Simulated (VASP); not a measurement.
# SnW (Cmcm) in VASP: single point with PBE

Aim: the single point of SnW with PBE.

All numbers are computed with VASP 6.6.1; they aren't measurements. Logs are shortened: lines on timing, memory, paths and dates and some standing lists are left out, and cuts for length are marked.

### Step 1. The cell of the first run

It takes space group Cmcm (No. 63, orthorhombic). Conventional cell: a = 3.448 Å, b = 10.446 Å, c = 4.444 Å, α = 90.00°, β = 90.00°, γ = 90.00°. Within 3.8 Å of Sn (site symmetry m2m) lie 7 W at 2.90 to 2.96 Å and 6 Sn at 3.43 to 3.45 Å. Within 3.5 Å of W (site symmetry m2m) lie 4 W at 2.63 to 3.45 Å and 7 Sn at 2.90 to 2.96 Å.

### Step 2. Single point, PBE

The input, INCAR:

```
ALGO     = Fast           # electronic algorithm
EDIFF    = 1E-6           # SCF threshold, eV
ENCUT    = 520            # plane-wave cutoff, eV
GGA      = PE             # functional
ISIF     = 2              # what is computed and relaxed
ISMEAR   = 0              # smearing method
LASPH    = True           # aspherical terms in the spheres
LCHARG   = False          # write CHGCAR
LREAL    = False          # projectors in reciprocal space
LWAVE    = False          # write WAVECAR
NBANDS   = 36             # bands
NELM     = 100            # most SCF steps
PREC     = Accurate       # precision mode
SIGMA    = 0.1            # smearing width, eV
```

The input, KPOINTS:

```
k-points
0
Gamma
  14 14 10
```

The input, POSCAR:

```
SnW
1.0
    1.7238369247     -5.2231334544      0.0000000000
    1.7238369247      5.2231334544      0.0000000000
    0.0000000000      0.0000000000      4.4441832591
Sn W
2 2
Direct
    0.8443013191      0.1556986809      0.7500000000
    0.1556986809      0.8443013191      0.2500000000
    0.5669471340      0.4330528660      0.7500000000
    0.4330528660      0.5669471340      0.2500000000
```

Potentials or basis: VASP PAW PBE potentials, release 64 (Sn_d, W_sv).

The run is started by

```sh
cat potpaw_PBE.64/Sn_d/POTCAR potpaw_PBE.64/W_sv/POTCAR > POTCAR
mpirun -np 1 vasp_std > vasp.out
```

OUTCAR:

```text
EDIFF = 1E-6
   ENCUT = 520
   GGA = PE
   ISIF = 2
   ISMEAR = 0
   LASPH = True
   LREAL = False
   NELM = 100
   PREC = Accurate

 ion  position               nearest neighbor table
   1  0.844  0.156  0.750-   3 2.90   3 2.90   3 2.90   4 2.96   4 2.96   4 2.96   4 2.96   2 3.43
                             2 3.43   2 3.43   2 3.43
   2  0.156  0.844  0.250-   4 2.90   4 2.90   4 2.90   3 2.96   3 2.96   3 2.96   3 2.96   1 3.43
                             1 3.43   1 3.43   1 3.43
   3  0.567  0.433  0.750-   4 2.63   4 2.63   1 2.90   1 2.90   1 2.90   2 2.96   2 2.96   2 2.96
                             2 2.96
   4  0.433  0.567  0.250-   3 2.63   3 2.63   2 2.90   2 2.90   2 2.90   1 2.96   1 2.96   1 2.96
                             1 2.96

  LATTYP: Found a base centered orthorhombic cell.
 ALAT       =     3.4476738494
 B/A-ratio  =     3.0299463827
 C/A-ratio  =     1.2890381902

  Lattice vectors:

 A1 = (   1.7238369247,  -5.2231334544,   0.0000000000)
 A2 = (   1.7238369247,   5.2231334544,   0.0000000000)
 A3 = (   0.0000000000,   0.0000000000,   4.4441832591)

Analysis of symmetry for initial positions (statically):
=====================================================================
 Subroutine PRICEL returns:
 Original cell was already a primitive cell.

 Routine SETGRP: Setting up the symmetry group for a
 base centered orthorhombic supercell.

 Subroutine GETGRP returns: Found  8 space group operations
 (whereof  4 operations were pure point group operations)
 out of a pool of  8 trial point group operations.

The static configuration has the point symmetry C_2h.
 The point group associated with its full space group is D_2h.

Analysis of symmetry for dynamics (positions and initial velocities):
=====================================================================
 Subroutine PRICEL returns:
 Original cell was already a primitive cell.

 Routine SETGRP: Setting up the symmetry group for a
 base centered orthorhombic supercell.

 Subroutine GETGRP returns: Found  8 space group operations
 (whereof  4 operations were pure point group operations)
 out of a pool of  8 trial point group operations.

The dynamic configuration has the point symmetry C_2h.
 The point group associated with its full space group is D_2h.

 Subroutine INISYM returns: Found  8 space group operations
 (whereof  4 operations are pure point group operations),
 and found     1 'primitive' translations

----------------------------------------------------------------------------------------

                                     Primitive cell

  volume of cell :      80.0293

  direct lattice vectors                    reciprocal lattice vectors
     1.723836925 -5.223133454  0.000000000     0.290050638 -0.095727977  0.000000000
     1.723836925  5.223133454  0.000000000     0.290050638  0.095727977  0.000000000
     0.000000000  0.000000000  4.444183259     0.000000000  0.000000000  0.225013223

  length of vectors
     5.500248797  5.500248797  4.444183259     0.305439386  0.305439386  0.225013223

  position of ions in fractional coordinates (direct lattice)
     0.844301319  0.155698681  0.750000000
     0.155698681  0.844301319  0.250000000
     0.566947134  0.433052866  0.750000000
     0.433052866  0.566947134  0.250000000

  ion indices of the primitive-cell ions
   primitive index   ion index
                 1           1
                 2           2
                 3           3
                 4           4

----------------------------------------------------------------------------------------

 KPOINTS: k-points

Automatic generation of k-mesh.
 Grid dimensions read from file:
 generate k-points for:   14   14   10

 Generating k-lattice:

  Cartesian coordinates                     Fractional coordinates (reciprocal lattice)
     0.020717903 -0.006837713  0.000000000     0.071428571  0.000000000  0.000000000
     0.020717903  0.006837713  0.000000000     0.000000000  0.071428571  0.000000000
     0.000000000  0.000000000  0.022501322     0.000000000  0.000000000  0.100000000

  Length of vectors
     0.021817099  0.021817099  0.022501322

  Shift w.r.t. Gamma in fractional coordinates (k-lattice)
     0.000000000  0.000000000  0.000000000

 Subroutine IBZKPT returns following result:
 ===========================================

 Found    342 irreducible k-points:

 Following reciprocal coordinates:
            Coordinates               Weight
  0.000000  0.000000  0.000000      1.000000
  0.071429 -0.000000  0.000000      4.000000
  0.142857 -0.000000  0.000000      4.000000
  0.214286 -0.000000  0.000000      4.000000
  0.285714  0.000000  0.000000      4.000000
  0.357143  0.000000  0.000000      4.000000
[... 16 lines left out ...]
  0.214286  0.142857  0.000000      4.000000
  0.285714  0.142857  0.000000      4.000000
 [... further k-points ...]
   k-points           NKPTS =    342   k-points in BZ     NKDIM =    342   number of bands    NBANDS=     36
   number of dos      NEDOS =    301   number of ions     NIONS =      4
   total plane-waves  NPLWV =  63504
   dimension x,y,z NGX =    42 NGY =   42 NGZ =   36
   dimension x,y,z NGXF=    84 NGYF=   84 NGZF=   72
   ions per type =               2   2
   NGX,Y,Z   is equivalent  to a cutoff of  12.69, 12.69, 13.47 a.u.
   NGXF,Y,Z  is equivalent  to a cutoff of  25.39, 25.39, 26.93 a.u.
 SYSTEM =  unknown system
   PREC   = accura    normal or accurate (medium, high low for compatibility)
   ISTART =      0    job   : 0-new  1-cont  2-samecut
   ICHARG =      2    charge: 1-file 2-atom 10-const
   ISPIN  =      1    spin polarized calculation?
   LNONCOLLINEAR =      F non collinear calculations
   LSORBIT =      F    spin-orbit coupling
   LASPH  =      T    aspherical Exc in radial PAW
   ENCUT  =  520.0 eV  38.22 Ry    6.18 a.u.  10.23 10.23  8.26*2*pi/ulx,y,z
   NELM   =    100;   NELMIN=  2; NELMDL= -5     # of ELM steps
   EDIFF  = 0.1E-05   stopping-criterion for ELM
   LREAL  =      F    real-space projection
   EDIFFG = 0.1E-04   stopping-criterion for IOM
   NSW    =      0    number of steps for IOM
   IBRION =     -1    ionic relax: 0-MD 1-quasi-New 2-CG
   NFREE  =      0    steps in history (QN), initial steepest desc. (CG)
   ISIF   =      2    stress and relaxation
   ISYM   =      2    0-nonsym 1-usesym 2-fastsym
   POTIM  = 0.5000    time-step for ionic-motion
   TEBEG  =    0.0;   TEEND  =   0.0 temperature during run
   PSTRESS=    0.0 pullay stress
   NELECT =      56.0000    total number of electrons
   NUPDOWN=      -1.0000    fix difference up-down
   EMIN   =  10.00;   EMAX   =-10.00  energy-range for DOS
   EFERMI =   0.00;   METHOD = LEGACY
   ISMEAR =     0;   SIGMA  =   0.10  broadening in eV -4-tet -1-fermi 0-gaus
   EFERMI_NEDOS =   21; number of points for ismear=-14 and -15
   IALGO  =     68    algorithm
   IMIX   =      4    mixing-type and parameters
     AMIX     =   0.40;   BMIX     =  1.00
     AMIX_MAG =   1.60;   BMIX_MAG =  1.00
  volume/ion in A,a.u.               =      20.01       135.02
  Fermi-wavevector in a.u.,A,eV,Ry     =   1.453409  2.746544 28.740904  2.112397
  Thomas-Fermi vector in A             =   2.570679
   LORBIT       =      0    0 simple, 1 ext, 2 COOP (PROOUT), +10 PAW based schemes
   GGA     = PE    functional components
   LHFCALC =     F    Hartree Fock is set to
   AEXX    =    0.0000 exact exchange contribution
   IVDW    =     0    specifies the selected vdW correction
   LEPSILON=     F    determine dielectric tensor
   LRPA    =     F    only Hartree local field effects (RPA)
 non-spin polarized calculation
 RMM-DIIS sequential band-by-band and
 Gauss-broadening in eV      SIGMA  =   0.10
  energy-cutoff  :      520.00
  volume of cell :       80.03
 maximum number of plane-waves:      2180
 NGX is ok and might be reduce to    42
   NGX = 21   NGY = 21   NGZ = 17

 number of electron      55.9999996 magnetization

 Free energy of the ion-electron system (eV)
  ---------------------------------------------------
  ext. energy  EPLUGINS =         0.00000000
  ---------------------------------------------------
  free energy    TOTEN  =       -31.53917574 eV

  energy without entropy =      -31.52965242  energy(sigma->0) =      -31.53441408

 E-fermi :   9.8776     XC(G=0): -12.0290

 val. band max:        9.8766561928   @ k =  -0.2143   0.0714   0.2000
 cond. band min:       9.8789935608   @ k =   0.1429  -0.0000   0.1000
 fundamental gap:      0.0023373680
 Fermi energy:         9.8775593341

 k-point     1 :       0.0000    0.0000    0.0000
  band No.  band energies     occupation
      1     -63.8889      2.00000
      2     -63.7915      2.00000
      3     -28.4331      2.00000
      4     -28.2089      2.00000
      5     -28.1704      2.00000
      6     -28.0659      2.00000
[... 28 lines left out ...]
     35      15.3896      0.00000
     36      15.9188      0.00000

 k-point     2 :       0.0714   -0.0000    0.0000
  band No.  band energies     occupation
      1     -63.8888      2.00000
      2     -63.7913      2.00000
      3     -28.4326      2.00000
      4     -28.2135      2.00000
      5     -28.1699      2.00000
      6     -28.0699      2.00000
[... 28 lines left out ...]
     35      15.3863      0.00000
     36      15.9050      0.00000

 k-point     3 :       0.1429   -0.0000    0.0000
  band No.  band energies     occupation
      1     -63.8884      2.00000
      2     -63.7910      2.00000
      3     -28.4312      2.00000
      4     -28.2266      2.00000
      5     -28.1687      2.00000
      6     -28.0812      2.00000
[... 28 lines left out ...]
     35      15.0224      0.00000
     36      16.2941      0.00000
[... 742 lines left out ...]
 k-point    23 :       0.2143    0.1429    0.0000
  band No.  band energies     occupation
      1     -63.8869      2.00000
      2     -63.7895      2.00000
      3     -28.4251      2.00000
      4     -28.2848      2.00000
      5     -28.1632      2.00000
      6     -28.1317      2.00000
[... 28 lines left out ...]
     35      14.8344      0.00000
     36      15.3610      0.00000

 k-point    24 :       0.2857    0.1429    0.0000
  band No.  band energies     occupation
      1     -63.8865      2.00000
      2     -63.7892      2.00000
      3     -28.4237      2.00000
      4     -28.2977      2.00000
      5     -28.1619      2.00000
      6     -28.1429      2.00000
[... 28 lines left out ...]
     35      14.2216      0.00000
     36      14.6570      0.00000

 [... further k-points ...]
[... 5 lines left out ...]
  --------------------------------------------------------------------------------------
  -------------------------------------------------------------------------------------
  Total        0.0199345      0.0546600      0.0927252      0.0000000      0.0000000      0.0000000
  in kB        0.3990866      1.0942871      1.8563458      0.0000000      0.0000000      0.0000000
  external PRESSURE =       1.1165732 kB  Pullay stress =       0.0000000 kB

 VOLUME and BASIS-vectors are now :
 -----------------------------------------------------------------------------
  energy-cutoff  :      520.00
  volume of cell :       80.03
      direct lattice vectors                 reciprocal lattice vectors
     1.723836925 -5.223133454  0.000000000     0.290050638 -0.095727977  0.000000000
     1.723836925  5.223133454  0.000000000     0.290050638  0.095727977  0.000000000
     0.000000000  0.000000000  4.444183259     0.000000000  0.000000000  0.225013223

 POSITION                                       TOTAL-FORCE (eV/Angst)
 -----------------------------------------------------------------------------------
      1.72384     -3.59666      3.33314         0.000000     -0.000416     -0.000000
      1.72384      3.59666      1.11105         0.000000      0.000416      0.000000
      1.72384     -0.69935      3.33314         0.000000     -0.022684     -0.000000
      1.72384      0.69935      1.11105         0.000000      0.022684      0.000000
 -----------------------------------------------------------------------------------
    total drift:                                0.000000      0.000000     -0.000000

  FREE ENERGIE OF THE ION-ELECTRON SYSTEM (eV)
  ---------------------------------------------------
  free  energy   TOTEN  =       -31.5391757425 eV

  energy  without entropy=      -31.5296524173  energy(sigma->0) =      -31.53441408
```

It took 25 min on 1 thread of Intel Xeon Platinum 8375C at 2.90GHz (Ice Lake), shared host; peak memory 0.86 GiB.

What came out:

```yaml
Free_energy: -31.5392 eV
Pressure: 0.1 GPa
Largest_force: 0.023 eV/Å
Band_gap_on_the_k_mesh: zero (band 28 reaches 10.40 eV, above the bottom of band 29 at 9.59 eV)
```

Forces in eV/Å, atoms in the order of the input:
```
Sn   0.000  0.000  0.000
Sn   0.000  0.000  0.000
W    0.000 -0.023  0.000
W    0.000  0.023  0.000
```

Caveat: spin-orbit coupling is left out, which moves the levels of the heavy elements.
